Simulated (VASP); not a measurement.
Input of a VASP 6.6.1 run:

The input INCAR:

```
ALGO     = Normal         # electronic algorithm
EDIFF    = 1E-6           # SCF threshold, eV
ENCUT    = 500            # plane-wave cutoff, eV
GGA      = PS             # functional
GGA_COMPAT= F            
ISIF     = 2              # what is computed and relaxed
ISMEAR   = -1             # smearing method
LASPH    = T              # aspherical terms in the spheres
LCHARG   = F              # write CHGCAR
LREAL    = F              # projectors in reciprocal space
LWAVE    = F              # write WAVECAR
NBANDS   = 12             # bands
NELM     = 120            # most SCF steps
PREC     = Accurate       # precision mode
SIGMA    = 0.05           # smearing width, eV
```

Contents of KPOINTS:

```
k-points
0
Gamma
  9 9 9
```

POSCAR

```
Ga
1.0
    2.6573836691      0.0000000000      0.0000000000
    0.0000000000      2.6573836691      0.0000000000
    0.0000000000      0.0000000000      2.6573836691
Ga
1
Direct
    0.0000000000      0.0000000000      0.0000000000
```

Potentials or basis: VASP PAW PBE potentials, release 64 (Ga_d).

Launch:

```console
$ cat potpaw_PBE.64/Ga_d/POTCAR > POTCAR
$ mpirun -np 1 vasp_std > vasp.out
```

Problem. Predict the pressure.

Solution. 0.1 GPa.

Caveat: the PAW data sets were made with another functional, which shifts forces and pressure a little.
